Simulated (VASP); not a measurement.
Crystal: Al.

```
Al
1.0
     2.75607    0.00000    0.00000
    -0.91869    2.59845    0.00000
    -0.91869   -1.29922    2.25032
Al
1
Direct
  0.00000 0.00000 0.00000
```

- Program: VASP 6.6.1
- Task: relaxation of cell and atoms
- Functional: PBEsol
- Potentials or basis: VASP PAW PBE potentials, release 64 (Al)
- Cutoff: 600 eV
- k mesh: 9 × 9 × 9
- Occupations: methfessel-paxton, width 0.05 eV
- Spin: no spin polarisation

At the start: pressure 2.4 GPa; volume 16.12 Å³/atom.

Question: How do energy, volume and symmetry change on relaxing?

Answer: Over 3 steps the energy falls by 3.8 meV/atom and the volume is 16.61 Å³/atom (+3.1 %); space group Im-3m (No. 229, to 0.05 Å).

Step by step:
```tsv
step	energy change (eV)	largest force (eV/Å)	pressure (GPa)	volume (Å³)
1	0.0000	0.0000	2.45	16.12
2	-0.0037	0.0000	-0.43	16.70
3	-0.0038	0.0000	-0.04	16.61
```

Final structure:
```
Al
1.0
     2.78401    0.00000    0.00000
    -0.92800    2.62479    0.00000
    -0.92800   -1.31239    2.27313
Al
1
Direct
  0.00000 0.00000 0.00000
```

Caveat: the PAW data sets were made with another functional, which shifts forces and pressure a little.
